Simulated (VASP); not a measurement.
# MgO (P-4m2) in VASP: further runs, part 2 of 2

VASP 6.6.1. Earlier steps stand in the parts before.

## Step 4: Single point, LDA (mode 14 frozen in at -0.072 Å and mode 24 at -0.115 Å (largest displacements))

INCAR reads:

```
SYSTEM = MgO
PREC = Accurate ; ENCUT = 520
EDIFF = 1E-6 ; ISMEAR = 0
SIGMA = 0.05 ; LREAL = .FALSE.
LASPH = .TRUE. ; NELM = 80
ALGO = Normal ; ISIF = 2
LWAVE = .FALSE. ; LCHARG = .FALSE.
GGA = CA ; NBANDS = 36
```

KPOINTS reads:

```
Automatic mesh
0
G
  4 4 4
  0 0 0
```

POSCAR reads:

```
MgO
1.0
    5.5230736673      0.0000000000      0.0000000000
    0.0000000000      5.5230736673      0.0000000000
    0.0000000000      0.0000000000      5.5230736673
Mg O
6 6
Direct
    0.2500000000     -0.0237187119      0.5000000000
    0.0000000000      0.5237187119      0.2500000000
    0.5000000000      0.7500000000      0.0000000000
    0.7500000000     -0.0237187119      0.5000000000
    0.0000000000      0.5237187119      0.7500000000
    0.5000000000      0.2500000000      0.0000000000
    0.2500000000      0.4892847915      0.0000000000
    0.5000000000      0.0107152085      0.2500000000
    0.0000000000      0.7500000000      0.5000000000
    0.7500000000      0.4892847915      0.0000000000
    0.5000000000      0.0107152085      0.7500000000
    0.0000000000      0.2500000000      0.5000000000
```

Potentials or basis: VASP PAW LDA potentials, release 64 (Mg, O).

Command:

```sh
$ cat potpaw_LDA.64/Mg/POTCAR potpaw_LDA.64/O/POTCAR > POTCAR
$ mpirun -np 1 vasp_std > vasp.out
```

OUTCAR:

```text
SYSTEM = MgO
   PREC = Accurate
   ENCUT = 520
   EDIFF = 1E-6
   ISMEAR = 0
   LREAL = .FALSE.
   LASPH = .TRUE.
   NELM = 80
   ISIF = 2
   GGA = CA

 ion  position               nearest neighbor table
   1  0.250  0.976  0.500-   9 1.86   8 1.96  11 1.96  12 2.05   4 2.76   4 2.76   5 3.17   2 3.17
                             3 3.33   3 3.33   6 3.44   6 3.44   2 3.60   5 3.60
   2  0.000  0.524  0.250-   9 1.86   7 1.96  10 1.96  12 2.05   5 2.76   5 2.76   1 3.17   4 3.17
                             3 3.33   3 3.33   6 3.44   6 3.44   1 3.60   4 3.60
   3  0.500  0.750  0.000-   7 1.99   8 1.99  10 1.99  11 1.99   6 2.76   6 2.76   2 3.33   5 3.33
                             2 3.33   5 3.33   4 3.33   1 3.33   4 3.33   1 3.33
   4  0.750  0.976  0.500-   9 1.86   8 1.96  11 1.96  12 2.05   1 2.76   1 2.76   5 3.17   2 3.17
                             3 3.33   3 3.33   6 3.44   6 3.44   2 3.60   5 3.60
   5  0.000  0.524  0.750-   9 1.86   7 1.96  10 1.96  12 2.05   2 2.76   2 2.76   4 3.17   1 3.17
                             3 3.33   3 3.33   6 3.44   6 3.44   1 3.60   4 3.60
   6  0.500  0.250  0.000-   7 1.91   8 1.91  10 1.91  11 1.91   3 2.76   3 2.76   1 3.44   4 3.44
                             5 3.44   1 3.44   4 3.44   2 3.44   2 3.44   5 3.44
   7  0.250  0.489  0.000-   6 1.91   5 1.96   2 1.96   3 1.99
[... 915 lines left out ...]

  FORCE on cell =-STRESS in cart. coord.  units (eV):
  Direction    XX          YY          ZZ          XY          YZ          ZX
  --------------------------------------------------------------------------------------
  -------------------------------------------------------------------------------------
  Total        0.1889345     -0.6767401      0.1889345      0.0000000      0.0000000      0.0000000
  in kB        1.7967161     -6.4356138      1.7967161      0.0000000      0.0000000      0.0000000
  external PRESSURE =      -0.9473939 kB  Pullay stress =       0.0000000 kB

 VOLUME and BASIS-vectors are now :
 -----------------------------------------------------------------------------
  energy-cutoff  :      520.00
  volume of cell :      168.48
      direct lattice vectors                 reciprocal lattice vectors
     5.523073667  0.000000000  0.000000000     0.181058603  0.000000000  0.000000000
     0.000000000  5.523073667  0.000000000     0.000000000  0.181058603  0.000000000
     0.000000000  0.000000000  5.523073667     0.000000000  0.000000000  0.181058603

 POSITION                                       TOTAL-FORCE (eV/Angst)
 -----------------------------------------------------------------------------------
      1.38077      5.39207      2.76154         0.408368      2.331923      0.000000
      0.00000      2.89254      1.38077        -0.000000     -2.331923     -0.408368
      2.76154      4.14231      0.00000        -0.000000      0.000000      0.000000
      4.14231      5.39207      2.76154        -0.408368      2.331923      0.000000
      0.00000      2.89254      4.14231        -0.000000     -2.331923      0.408368
      2.76154      1.38077      0.00000        -0.000000      0.000000      0.000000
      1.38077      2.70236      0.00000        -0.151298      1.348784      0.000000
      2.76154      0.05918      1.38077        -0.000000     -1.348784      0.151298
      0.00000      4.14231      2.76154        -0.000000      0.000000      0.000000
      4.14231      2.70236      0.00000         0.151298      1.348784      0.000000
      2.76154      0.05918      4.14231        -0.000000     -1.348784     -0.151298
      0.00000      1.38077      2.76154        -0.000000      0.000000      0.000000
 -----------------------------------------------------------------------------------
    total drift:                                0.000000      0.000000     -0.000000

  FREE ENERGIE OF THE ION-ELECTRON SYSTEM (eV)
  ---------------------------------------------------
  free  energy   TOTEN  =       -76.6568011573 eV

  energy  without entropy=      -76.6568011573  energy(sigma->0) =      -76.65680116
```

OSZICAR:

```text
N       E                     dE             d eps       ncg     rms          rms(c)
DAV:   1     0.257697772018E+03    0.25770E+03   -0.22124E+04  1296   0.116E+03
DAV:   2    -0.668284395718E+02   -0.32453E+03   -0.30753E+03  1732   0.257E+02
DAV:   3    -0.922919502113E+02   -0.25464E+02   -0.25324E+02  1616   0.765E+01
DAV:   4    -0.925460450465E+02   -0.25409E+00   -0.25381E+00  1552   0.880E+00
DAV:   5    -0.925486835691E+02   -0.26385E-02   -0.26379E-02  1568   0.881E-01    0.210E+01
DAV:   6    -0.775732155791E+02    0.14975E+02   -0.59907E+01  1488   0.365E+01    0.729E+00
DAV:   7    -0.770165245468E+02    0.55669E+00   -0.13372E+00  1392   0.580E+00    0.391E+00
DAV:   8    -0.766566416567E+02    0.35988E+00   -0.51790E-01  1448   0.480E+00    0.690E-01
DAV:   9    -0.766551228099E+02    0.15188E-02   -0.47202E-02  1604   0.108E+00    0.297E-01
DAV:  10    -0.766558213265E+02   -0.69852E-03   -0.64340E-03  1412   0.404E-01    0.119E-01
DAV:  11    -0.766567430359E+02   -0.92171E-03   -0.90019E-04  1376   0.140E-01    0.325E-02
DAV:  12    -0.766567932146E+02   -0.50179E-04   -0.16342E-04  1504   0.716E-02    0.347E-02
DAV:  13    -0.766567997435E+02   -0.65289E-05   -0.82783E-05  1384   0.456E-02    0.800E-03
DAV:  14    -0.766568012155E+02   -0.14720E-05   -0.55773E-06  1472   0.135E-02    0.267E-03
DAV:  15    -0.766568011573E+02    0.58207E-07   -0.12869E-06  1056   0.626E-03
   1 F= -.76656801E+02 E0= -.76656801E+02  d E =-.348995E-13
```

Run time: 1.8 min. Hardware: 1 thread of Intel Xeon 6975P-C, shared host; peak memory 0.26 GiB.

What came out:

```yaml
Free_energy: -76.6568 eV
Pressure: -0.1 GPa
Largest_force: 2.367 eV/Å
Band_gap_on_the_k_mesh: 2.54 eV, indirect (least direct gap 2.58 eV)
```

Forces on the atoms (eV/Å):
```
Mg   0.408  2.332  0.000
Mg   0.000 -2.332 -0.408
Mg   0.000  0.000  0.000
Mg  -0.408  2.332  0.000
Mg   0.000 -2.332  0.408
Mg   0.000  0.000  0.000
O   -0.151  1.349  0.000
O    0.000 -1.349  0.151
O    0.000  0.000  0.000
O    0.151  1.349  0.000
O    0.000 -1.349 -0.151
O    0.000  0.000  0.000
```

Stress tensor (GPa, compression positive):
```
 0.18  0.00  0.00
 0.00 -0.64  0.00
 0.00  0.00  0.18
```

Levels at points of the mesh, in eV from the valence-band top:
| k point | band 21 | band 22 | band 23 | band 24 | band 25 | band 26 | band 27 | band 28 |
| --- | --- | --- | --- | --- | --- | --- | --- | --- |
| (0.00, 0.00, 0.00) | -0.31 | -0.12 | -0.12 | -0.03 | 2.54 | 5.46 | 7.58 | 7.58 |
| (0.50, 0.00, 0.00) | -0.42 | -0.20 | -0.15 | -0.02 | 4.39 | 4.45 | 7.31 | 7.33 |
| (0.00, 0.50, 0.00) | -0.33 | -0.33 | -0.14 | -0.14 | 4.14 | 4.85 | 6.90 | 7.47 |
| (0.50, 0.50, 0.00) | -0.83 | -0.39 | -0.15 | -0.12 | 4.92 | 5.28 | 6.07 | 6.77 |
| (0.50, 0.00, 0.50) | -0.69 | -0.21 | -0.21 | 0.00 | 5.35 | 5.35 | 5.44 | 6.32 |
| (0.50, 0.50, 0.50) | -1.04 | -0.85 | -0.34 | -0.34 | 5.73 | 5.73 | 6.64 | 6.68 |

Caveat: the cell differs from its parent crystal (mode 14 frozen in at -0.072 Å and mode 24 at -0.115 Å (largest displacements)); forces of over 1 eV/Å act on the atoms, so gaps and moduli don't describe the material at rest. A k mesh can miss the band edges.

## Step 5: Single point, LDA (mode 14 frozen in at -0.043 Å and mode 24 at -0.115 Å (largest displacements))

INCAR reads:

```
SYSTEM = MgO
  ALGO = Normal
  EDIFF = 1E-7
  ENCUT = 520
  GGA = CA
  ISIF = 2
  ISMEAR = 0
  LASPH = .TRUE.
  LCHARG = .TRUE.
  LELF = .TRUE.
  LREAL = .FALSE.
  LVHAR = .TRUE.
  LWAVE = .FALSE.
  NBANDS = 36
  NELM = 60
  PREC = Accurate
  SIGMA = 0.05
```

KPOINTS reads:

```
k-points
0
G
  4 4 4
  0 0 0
```

POSCAR reads:

```
MgO
1.0
    5.5230736673      0.0000000000      0.0000000000
    0.0000000000      5.5230736673      0.0000000000
    0.0000000000      0.0000000000      5.5230736673
Mg O
6 6
Direct
    0.2500000000     -0.0185042241      0.5000000000
    0.0000000000      0.5185042241      0.2500000000
    0.5000000000      0.7500000000      0.0000000000
    0.7500000000     -0.0185042241      0.5000000000
    0.0000000000      0.5185042241      0.7500000000
    0.5000000000      0.2500000000      0.0000000000
    0.2500000000      0.4852276945      0.0000000000
    0.5000000000      0.0147723055      0.2500000000
    0.0000000000      0.7500000000      0.5000000000
    0.7500000000      0.4852276945      0.0000000000
    0.5000000000      0.0147723055      0.7500000000
    0.0000000000      0.2500000000      0.5000000000
```

Command:

```sh
$ cat potpaw_LDA.64/Mg/POTCAR potpaw_LDA.64/O/POTCAR > POTCAR
$ mpirun -np 1 vasp_std > vasp.out
```

It took 1.9 min on 1 thread of Intel Xeon 6975P-C, shared host; peak memory 0.26 GiB.

The run converged. Its results:

* Free energy: -76.7747 eV
* Pressure: -0.2 GPa
* Largest force: 1.980 eV/Å
* Band gap on the k mesh: 2.60 eV, indirect (least direct gap 2.63 eV)

Forces on the atoms (eV/Å):
```
Mg   0.265  1.962  0.000
Mg   0.000 -1.962 -0.265
Mg   0.000  0.000  0.000
Mg  -0.265  1.962  0.000
Mg   0.000 -1.962  0.265
Mg   0.000  0.000  0.000
O   -0.204  1.539  0.000
O    0.000 -1.539  0.204
O    0.000  0.000  0.000
O    0.204  1.539  0.000
O    0.000 -1.539 -0.204
O    0.000  0.000  0.000
```

Stress tensor (GPa, compression positive):
```
 0.00  0.00  0.00
 0.00 -0.74  0.00
 0.00  0.00  0.00
```

Levels at points of the mesh, in eV from the valence-band top:
| k point | band 20 | band 21 | band 22 | band 23 | band 24 | band 25 | band 26 | band 27 | band 28 | band 29 |
| --- | --- | --- | --- | --- | --- | --- | --- | --- | --- | --- |
| (0.00, 0.00, 0.00) | -0.37 | -0.37 | -0.08 | -0.08 | -0.03 | 2.60 | 5.53 | 7.63 | 7.63 | 7.91 |
| (0.50, 0.00, 0.00) | -0.85 | -0.48 | -0.26 | -0.10 | -0.02 | 4.45 | 4.50 | 7.38 | 7.39 | 7.50 |
| (0.00, 0.50, 0.00) | -0.89 | -0.39 | -0.39 | -0.09 | -0.09 | 4.21 | 4.89 | 7.00 | 7.53 | 7.53 |
| (0.50, 0.50, 0.00) | -0.92 | -0.77 | -0.46 | -0.17 | -0.09 | 4.97 | 5.35 | 6.15 | 6.80 | 7.69 |
| (0.50, 0.00, 0.50) | -0.98 | -0.64 | -0.27 | -0.27 | 0.00 | 5.41 | 5.41 | 5.47 | 6.40 | 8.44 |
| (0.50, 0.50, 0.50) | -0.98 | -0.98 | -0.86 | -0.41 | -0.41 | 5.80 | 5.80 | 6.70 | 6.72 | 7.62 |

Caveat: the cell differs from its parent crystal (mode 14 frozen in at -0.043 Å and mode 24 at -0.115 Å (largest displacements)); forces of over 1 eV/Å act on the atoms, so gaps and moduli don't describe the material at rest. A k mesh can miss the band edges.
